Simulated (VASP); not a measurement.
Wanted: the native input for a VASP 6.6.1 run.

| Quantity | Value |
| --- | --- |
| Task | single point |
| Functional | PBEsol |
| Potentials or basis | VASP PAW PBE potentials, release 64 (Al, Pt) |
| Cutoff | 520 eV |
| k mesh | 10 × 10 × 10 |
| Occupations | gaussian, width 0.05 eV |
| Spin | no spin polarisation |
| Dipole correction | no |
| Further INCAR settings | ALGO = Normal; EDIFF = 1e-06; NBANDS = 15 |

The structure of Al2Pt lies in POSCAR:

```
Al2Pt
1.0
    0.0000000000      2.9550006156      2.9550006156
    2.9550006156      0.0000000000      2.9550006156
    2.9550006156      2.9550006156      0.0000000000
Al Pt
2 1
Direct
    0.2500000000      0.2500000000      0.2500000000
    0.7500000000      0.7500000000      0.7500000000
    0.0000000000      0.0000000000      0.0000000000
```

The input as run:

INCAR

```
  PREC = Accurate
  ENCUT = 520
  EDIFF = 1E-6
  ISMEAR = 0
  SIGMA = 0.05
  LREAL = False
  LASPH = True
  NELM = 60
  ALGO = Normal
  ISIF = 2
  LWAVE = False
  LCHARG = True
  GGA = PS
  LELF = True
  LVHAR = True
  NBANDS = 15
```

KPOINTS

```
regular mesh
0
Gamma
  10 10 10
```

Potentials or basis: VASP PAW PBE potentials, release 64 (Al, Pt).

The run is started by

```console
$ cat potpaw_PBE.64/Al/POTCAR potpaw_PBE.64/Pt/POTCAR > POTCAR
$ mpirun -np 1 vasp_std > vasp.out
```

Results of the run:

```yaml
Pressure: -1.0 GPa
Band_gap_on_the_k_mesh: zero (band 8 reaches 11.58 eV, above the bottom of band 9 at 6.18 eV)
```

Caveat: the PAW data sets were made with another functional, which shifts forces and pressure a little; spin-orbit coupling is left out, which moves the levels of the heavy elements.

Run time: 23 s on 1 thread of Intel(R) Xeon(R) Platinum 8259CL CPU @ 2.50GHz (Skylake/Cascade Lake), with other jobs on the host, peak memory 0.19 GiB.
